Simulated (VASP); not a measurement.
**BaS: single point with r2SCAN**

Crystal: BaS.

```
Ba S
1.0
     0.00000    3.14726    3.14726
     3.14726    0.00000    3.14726
     3.14726    3.14726    0.00000
Ba S
1 1
Direct
  0.00000 0.00000 0.00000
  0.50000 0.50000 0.50000
```

* Program: VASP 6.6.1
* Task: single point
* Functional: r2SCAN
* Potentials or basis: VASP PAW PBE potentials, release 64 (Ba_sv, S)
* Cutoff: 520 eV
* k mesh: 8 × 8 × 8
* Occupations: fermi-dirac, width 0.02 eV
* Spin: no spin polarisation

```json
{"Pressure": "3.8 GPa", "Band gap on the k mesh": "2.38 eV, indirect (least direct gap 2.49 eV)"}
```

Levels at points of the mesh, in eV from the valence-band top:
| k point | band 5 | band 6 | band 7 | band 8 | band 9 | band 10 | band 11 | band 12 |
| --- | --- | --- | --- | --- | --- | --- | --- | --- |
| (0.00, 0.00, 0.00) | -10.87 | 0.00 | 0.00 | 0.00 | 4.31 | 4.31 | 4.31 | 4.46 |
| (0.50, 0.00, 0.00) | -9.30 | -2.01 | -1.17 | -1.17 | 6.19 | 6.28 | 7.03 | 7.03 |
| (0.50, 0.50, 0.00) | -10.79 | -0.46 | -0.11 | -0.11 | 2.38 | 6.63 | 7.01 | 8.29 |

Wall time 42 s on 1 thread of Intel(R) Xeon(R) 6975P-C (Granite Rapids), with other jobs on the host, peak memory 0.22 GiB.

Caveat: the PAW data sets were made with another functional, which shifts forces and pressure a little; spin-orbit coupling is left out, which moves the levels of the heavy elements. A k mesh can miss the band edges.
